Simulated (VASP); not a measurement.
NbC2: single point with PBE

NbC2:

```
Nb C
1.0
     4.66838    0.00000    0.00000
     0.00000    4.66838    0.00000
     0.00000    0.00000    4.66838
Nb C
2 4
Direct
  0.00000 0.00000 0.00000
  0.50000 0.50000 0.50000
  0.75000 0.75000 0.75000
  0.25000 0.25000 0.75000
  0.25000 0.75000 0.25000
  0.75000 0.25000 0.25000
```

The cell was generated, and may not be a known phase.

* Program: VASP 6.6.1
* Task: single point
* Functional: PBE
* Potentials or basis: VASP PAW PBE potentials, release 64 (Nb_sv, C)
* Cutoff: 520 eV
* k mesh: 4 × 4 × 4
* Occupations: gaussian, width 0.1 eV
* Spin: collinear spin
* Starting moments: [1.0, 1.0, 0.0, 0.0, 0.0, 0.0] μB

```json
{"Pressure": "-0.1 GPa", "Band gap on the k mesh": "zero (filled and empty bands overlap)", "Net moment": "0.00 μB per cell", "Valence electrons inside the program's atomic spheres": "Nb 10.88; C 2.28"}
```

Levels at points of the mesh, in eV from the Fermi level:
Spin up:
```tsv
k point	band 19	band 20	band 21	band 22	band 23	band 24
(0.00, 0.00, 0.00)	0.64	0.64	0.64	1.58	1.58	1.58
(0.50, 0.00, 0.00)	-1.29	-1.29	0.53	0.53	0.84	0.84
(0.50, 0.50, 0.00)	-1.66	-1.66	-0.38	-0.38	0.47	0.47
(0.50, 0.50, 0.50)	-1.25	-0.99	-0.99	1.64	1.64	1.64
```
Spin down:
| k point | band 19 | band 20 | band 21 | band 22 | band 23 | band 24 |
| --- | --- | --- | --- | --- | --- | --- |
| (0.00, 0.00, 0.00) | 0.64 | 0.64 | 0.64 | 1.58 | 1.58 | 1.58 |
| (0.50, 0.00, 0.00) | -1.29 | -1.29 | 0.53 | 0.53 | 0.84 | 0.84 |
| (0.50, 0.50, 0.00) | -1.66 | -1.66 | -0.37 | -0.37 | 0.47 | 0.47 |
| (0.50, 0.50, 0.50) | -1.25 | -0.99 | -0.99 | 1.64 | 1.64 | 1.64 |

Run time: 68 s on 1 thread of AMD EPYC 7R43 64-Core Processor (Zen 3), with other jobs on the host, peak memory 0.22 GiB.
